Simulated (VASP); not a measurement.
# NaF (Villiaumite) (Fm-3m) in VASP: notebook, part 2 of 2

VASP 6.6.1.

## Step 4: Relaxation of cell and atoms, LDA

This run uses another cell than the first one, of 12.49 Å³/atom, 1.094 times its volume.

Contents of INCAR:

```
SYSTEM = NaF
  ALGO = Normal
  EDIFF = 1E-7
  EDIFFG = -0.005
  ENCUT = 600
  GGA = CA
  IBRION = 2
  ISIF = 3
  ISMEAR = 0
  LASPH = .True.
  LCHARG = .False.
  LREAL = .False.
  LWAVE = .False.
  NELM = 80
  NSW = 100
  PREC = Accurate
  SIGMA = 0.02
```

Contents of KPOINTS:

```
k-points
0
Gamma
  8 8 8
  0 0 0
```

Contents of POSCAR:

```
NaF
1.0
    0.0000000000      2.3200000000      2.3200000000
    2.3200000000      0.0000000000      2.3200000000
    2.3200000000      2.3200000000      0.0000000000
Na F
1 1
Direct
    0.0000000000      0.0000000000      0.0000000000
    0.5000000000      0.5000000000      0.5000000000
```

Potentials or basis: VASP PAW LDA potentials, release 64 (Na_pv, F).

On the command line:

```
cat potpaw_LDA.64/Na_pv/POTCAR potpaw_LDA.64/F/POTCAR > POTCAR
mpirun -np 1 vasp_std > vasp.out
```

OUTCAR:

```text
SYSTEM = NaF
   EDIFF = 1E-7
   EDIFFG = -0.005
   ENCUT = 600
   GGA = CA
   IBRION = 2
   ISIF = 3
   ISMEAR = 0
   LASPH = .True.
   LREAL = .False.
   NELM = 80
   NSW = 100
   PREC = Accurate

 ion  position               nearest neighbor table
   1  0.000  0.000  0.000-   2 2.32   2 2.32   2 2.32   2 2.32   2 2.32   2 2.32
   2  0.500  0.500  0.500-   1 2.32   1 2.32   1 2.32   1 2.32   1 2.32   1 2.32

  LATTYP: Found a face centered cubic cell.
 ALAT       =     4.6400000000

  Lattice vectors:

 A1 = (   0.0000000000,   2.3200000000,   2.3200000000)
 A2 = (   2.3200000000,   0.0000000000,   2.3200000000)
 A3 = (   2.3200000000,   2.3200000000,   0.0000000000)

Analysis of symmetry for initial positions (statically):
=====================================================================
 Subroutine PRICEL returns:
 Original cell was already a primitive cell.

 Routine SETGRP: Setting up the symmetry group for a
 face centered cubic supercell.

 Subroutine GETGRP returns: Found 48 space group operations
 (whereof 48 operations were pure point group operations)
 out of a pool of 48 trial point group operations.

The static configuration has the point symmetry O_h .
[... 130 lines left out ...]
   IALGO  =     38    algorithm
   IMIX   =      4    mixing-type and parameters
     AMIX     =   0.40;   BMIX     =  1.00
     AMIX_MAG =   1.60;   BMIX_MAG =  1.00
  volume/ion in A,a.u.               =      12.49        84.27
  Fermi-wavevector in a.u.,A,eV,Ry     =   1.349852  2.550851 24.791186  1.822101
  Thomas-Fermi vector in A             =   2.477405
   LORBIT       =      0    0 simple, 1 ext, 2 COOP (PROOUT), +10 PAW based schemes
   GGA     = CA    functional components
   LHFCALC =     F    Hartree Fock is set to
   AEXX    =    0.0000 exact exchange contribution
   IVDW    =     0    specifies the selected vdW correction
   LEPSILON=     F    determine dielectric tensor
   LRPA    =     F    only Hartree local field effects (RPA)
 conjugate gradient relaxation of ions
 non-spin polarized calculation
 Gauss-broadening in eV      SIGMA  =   0.02
  energy-cutoff  :      600.00
  volume of cell :       24.97
 maximum number of plane-waves:       869
 NGX is ok and might be reduce to    28
   NGX = 13   NGY = 13   NGZ = 13

--------------------------------------- Ionic step        1  -------------------------------------------

 number of electron      13.9999997 magnetization

 Free energy of the ion-electron system (eV)
  ---------------------------------------------------
  ext. energy  EPLUGINS =         0.00000000
  ---------------------------------------------------
  free energy    TOTEN  =        -9.30455615 eV

  energy without entropy =       -9.30455615  energy(sigma->0) =       -9.30455615

 E-fermi :  -2.3679     XC(G=0):  -9.9243

 val. band max:       -2.5317116487   @ k =   0.0000   0.0000   0.0000
 cond. band min:       3.4054793363   @ k =   0.0000   0.0000   0.0000
 fundamental gap:      5.9371909850
 Fermi energy:        -2.3679091122
[... 788 lines left out ...]
--------------------------------------- Ionic step        4  -------------------------------------------

 number of electron      14.0000002 magnetization

 Free energy of the ion-electron system (eV)
  ---------------------------------------------------
  ext. energy  EPLUGINS =         0.00000000
  ---------------------------------------------------
  free energy    TOTEN  =        -9.34029669 eV

  energy without entropy =       -9.34029669  energy(sigma->0) =       -9.34029669

 E-fermi :  -1.9106     XC(G=0): -10.4042

 val. band max:       -2.0969859602   @ k =   0.0000   0.0000   0.0000
 cond. band min:       4.3663152050   @ k =   0.0000   0.0000   0.0000
 fundamental gap:      6.4633011652
 Fermi energy:        -1.9106462810
[... 365 lines left out ...]
  FREE ENERGIE OF THE ION-ELECTRON SYSTEM (eV)
  ---------------------------------------------------
  free  energy   TOTEN  =        -9.3402966894 eV

  energy  without entropy=       -9.3402966894  energy(sigma->0) =       -9.34029669

 reached required accuracy - stopping structural energy minimisation
```

OSZICAR:

```text
N       E                     dE             d eps       ncg     rms          rms(c)
DAV:   1     0.111727409241E+03    0.11173E+03   -0.87804E+03   647   0.166E+03
DAV:   2    -0.403433479074E+01   -0.11576E+03   -0.10796E+03   708   0.371E+02
DAV:   3    -0.100963541630E+02   -0.60620E+01   -0.60422E+01   725   0.878E+01
[... 35 lines left out ...]
DAV:   3    -0.934031941425E+01    0.49377E-04   -0.98725E-05   712   0.250E-01    0.290E-02
DAV:   4    -0.934029773619E+01    0.21678E-04   -0.14327E-05   725   0.144E-01    0.458E-03
DAV:   5    -0.934029684626E+01    0.88993E-06   -0.24579E-06   729   0.280E-02    0.101E-03
DAV:   6    -0.934029670510E+01    0.14116E-06   -0.25205E-07   550   0.940E-03    0.547E-04
DAV:   7    -0.934029668936E+01    0.15736E-07   -0.17005E-08   322   0.182E-03
   4 F= -.93402967E+01 E0= -.93402967E+01  d E =-.357405E-01
```

It took 12 s on 1 thread of Intel Xeon 6975P-C (Granite Rapids), shared host; peak memory 0.14 GiB.

Results:

```yaml
Free_energy: -9.3403 eV
Relaxed_volume: 11.37 Å³/atom
Relaxed_cell: a = 3.180 Å, b = 3.180 Å, c = 3.180 Å, α = 60.00°, β = 60.00°, γ = 60.00°
Space_group_after_relaxing_to_0.05_Å: Fm-3m (No. 225)
Energy_gained_by_relaxing: 17.9 meV/atom
Ionic_steps: 4
Pressure_after_relaxing: 0.0 GPa
Band_gap_on_the_k_mesh: 6.46 eV, direct
```

Step by step:
```csv
step,energy change (eV),largest force (eV/Å),pressure (GPa),volume (Å³)
1,0.0000,0.0000,-4.68,24.97
2,-0.0287,0.0000,-2.31,23.68
3,-0.0357,0.0000,-0.14,22.79
4,-0.0357,0.0000,0.02,22.73
```

Final structure:
```
Na F
1.0
     0.00000    2.24839    2.24839
     2.24839    0.00000    2.24839
     2.24839    2.24839    0.00000
Na F
1 1
Direct
  0.00000 0.00000 0.00000
  0.50000 0.50000 0.50000
```

A hybrid or GW would open this gap; LDA tends to underestimate it. Zero-point motion and thermal expansion aren't in these numbers.

## Step 5: Relaxation of cell and atoms, LDA

Contents of INCAR:

```
SYSTEM = NaF
PREC = Accurate ; ENCUT = 600
EDIFF = 1E-6 ; ISMEAR = 0
SIGMA = 0.02 ; LREAL = .False.
LASPH = .True. ; NELM = 100
ALGO = Normal ; ISIF = 3
LWAVE = .False. ; LCHARG = .False.
IBRION = 2 ; NSW = 100
EDIFFG = -0.005
```

Contents of KPOINTS:

```
Automatic mesh
0
Gamma
  10 10 10
  0 0 0
```

Contents of POSCAR:

```
NaF
1.0
    0.0000000000      2.2518000710      2.2518000710
    2.2518000710      0.0000000000      2.2518000710
    2.2518000710      2.2518000710      0.0000000000
Na F
1 1
Direct
    0.0000000000      0.0000000000      0.0000000000
    0.5000000000      0.5000000000      0.5000000000
```

On the command line:

```
cat potpaw_LDA.64/Na_pv/POTCAR potpaw_LDA.64/F/POTCAR > POTCAR
mpirun -np 1 vasp_std > vasp.out
```

Wall time 9.1 s (1 thread of Intel Xeon 6975P-C (Granite Rapids), shared host); peak memory 0.13 GiB.

The run converged. Its results:

```
Free energy                            : -9.3345 eV
Relaxed volume                         : 11.39 Å³/atom
Relaxed cell                           : a = 3.182 Å, b = 3.182 Å, c = 3.182 Å, α = 60.00°, β = 60.00°, γ = 60.00°
Space group after relaxing (to 0.05 Å) : Fm-3m (No. 225)
Energy gained by relaxing              : 0.0 meV/atom
Ionic steps                            : 2
Pressure after relaxing                : 0.0 GPa
Band gap on the k mesh                 : 6.45 eV, direct
```

Final structure:
```cif
data_structure
_symmetry_space_group_name_H-M 'P 1'
_symmetry_Int_Tables_number 1
_cell_length_a 3.1823
_cell_length_b 3.1823
_cell_length_c 3.1823
_cell_angle_alpha 60.000
_cell_angle_beta 60.000
_cell_angle_gamma 60.000
_cell_volume 22.79
loop_
_atom_site_label
_atom_site_type_symbol
_atom_site_fract_x
_atom_site_fract_y
_atom_site_fract_z
_atom_site_occupancy
Na1 Na 0.00000 0.00000 0.00000 1
F1 F 0.50000 0.50000 0.50000 1
```

Levels at points of the mesh, in eV from the valence-band top:
```tsv
k point	band 4	band 5	band 6	band 7	band 8	band 9	band 10	band 11
(0.00, 0.00, 0.00)	-18.52	0.00	0.00	0.00	6.45	19.14	19.14	19.14
(0.50, 0.00, 0.00)	-17.60	-1.87	-0.32	-0.32	10.92	12.84	20.62	20.62
(0.50, 0.50, 0.00)	-18.58	-1.47	-0.46	-0.46	13.11	13.48	14.12	20.47
```

## Step 6: Overview

| task | cell | k mesh | cutoff (eV) | smearing | gap on the mesh (eV) | pressure (GPa) | relaxed volume (Å³/atom) |
| --- | --- | --- | --- | --- | --- | --- | --- |
| single point | a = 3.185 Å, angles 60.0°, 2 atoms | 10 × 10 × 10 | 520 | gaussian 0.02 eV | 6.43 | -0.1 | - |
| single point | a = 3.184 Å, angles 60.0°, 2 atoms | 10 × 10 × 10 | 520 | gaussian 0.01 eV | 6.44 | 0.0 | - |
| relaxation of cell and atoms | relaxed from a = 3.281 Å, angles 60.0°, 2 atoms | 8 × 8 × 8 | 600 | gaussian 0.02 eV | 6.46 | 0.0 | 11.37 |
| relaxation of cell and atoms | relaxed from a = 3.185 Å, angles 60.0°, 2 atoms | 10 × 10 × 10 | 600 | gaussian 0.02 eV | 6.45 | 0.0 | 11.39 |

Alike in all rows: level LDA; potentials or basis VASP PAW LDA potentials, release 64 (Na_pv, F); no spin polarisation.

Absolute energies hang on the potentials; compare differences alone.
